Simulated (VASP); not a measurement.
Write the native input for VASP 6.6.1 that does the following.

| Item | Value |
| --- | --- |
| Task | single point |
| Functional | PBE |
| Dispersion | D3(BJ) |
| Potentials or basis | VASP PAW PBE potentials, release 64 (O, H, C) |
| Cutoff | 520 eV |
| k mesh | 1 × 1 × 1 |
| Occupations | fermi-dirac, width 0.02 eV |
| Spin | no spin polarisation |
| Dipole correction | no |
| Further INCAR settings | LREAL = Auto; ALGO = Normal; EDIFF = 1e-06; NBANDS = 71 |

The structure of H24CO11 lies in POSCAR:

```
H24CO11
1.0
    7.1595990000      0.0000000000      0.0000000000
    0.0000000000      7.1595990000      0.0000000000
    0.0000000000      0.0000000000      7.1595990000
O H C
11 24 1
Direct
    0.4568132936      0.3977597069      0.9617019054
    0.1967288950      0.9951115977      0.4181658777
    0.8909856544      0.4232778959      0.4553886328
    0.9069502356      0.1413207639      0.2121068512
    0.8079363104      0.7972234199      0.3701184941
    0.0555198692      0.5510224804      1.0616795717
    0.2999190318      0.6247277257      0.7239651271
    0.4345913787      0.9870664544      0.1200905246
    0.5902285868      0.8845188117      0.7370384850
    0.8105900903      0.2535756542      0.7920555327
    0.2713140778      0.3506620971      0.5025560789
    0.5783564135      0.3668082528      0.8948685534
    0.3946869091      0.4820940391      0.8757054690
    0.1654142921      0.8812365050      0.4798313425
    0.2930192040      0.9526092174      0.3110649074
    0.8983324345      0.3193055924      0.3593357673
    1.0199872926      0.4795100955      0.4510448141
    1.0177525306      0.0697525099      0.2745405155
    0.9404576988      0.1533046753      0.0837896089
    0.7139226652      0.8361920828      0.2797782390
    0.7973351580      0.6526482838      0.3898682035
   -0.0394295826      0.6586821413      1.0708141615
   -0.0179339653      0.4507794361      0.9852088085
    0.2001648416      0.6240991989      0.8125455071
    0.2884519091      0.5016621741      0.6482346288
    0.4360858758      1.1243367122      0.0778255877
    0.4710738688      0.9204007096      0.0026537799
    0.4823594171      0.8038858042      0.7181268113
    0.6549109803      0.8765714393      0.6128974542
    0.8673251114      0.2886614180      0.6796749371
    0.7488268547      0.1319626979      0.7729203828
    0.4464356174      0.4104419815      0.2706296819
    0.2512850231      0.2101654017      0.5364127237
    0.5223337229      0.5051400225      0.5193866305
    0.5366361999      0.2440220465      0.4485446741
    0.4585172996      0.3832477210      0.4303872326
```

These files were run (other wordings do the same):

INCAR

```
SYSTEM = H24CO11
ALGO = Normal
EDIFF = 1E-6
ENCUT = 520
GGA = PE
ISIF = 2
ISMEAR = -1
IVDW = 12
LASPH = .True.
LCHARG = .False.
LREAL = Auto
LWAVE = .False.
NBANDS = 71
NELM = 80
PREC = Accurate
SIGMA = 0.02
```

KPOINTS

```
k-points
0
Gamma
  1 1 1
  0 0 0
```

Potentials or basis: VASP PAW PBE potentials, release 64 (O, H, C).

Launch:

```bash
$ cat potpaw_PBE.64/O/POTCAR potpaw_PBE.64/H/POTCAR potpaw_PBE.64/C/POTCAR > POTCAR
$ mpirun -np 1 vasp_gam > vasp.out
```

It gave:

The pressure is -3.1 GPa, the largest force is 3.227 eV/Å and the band gap on the k mesh is 4.32 eV. The dispersion energy per atom is -0.034 eV.

Caveat: the k points lie up to 0.88 Å⁻¹ apart; the atoms stand as in a frame of molecular dynamics.

Wall time 59 s on 1 thread of Intel(R) Xeon(R) Platinum 8259CL CPU @ 2.50GHz (Skylake/Cascade Lake), with other jobs on the host, peak memory 0.39 GiB.
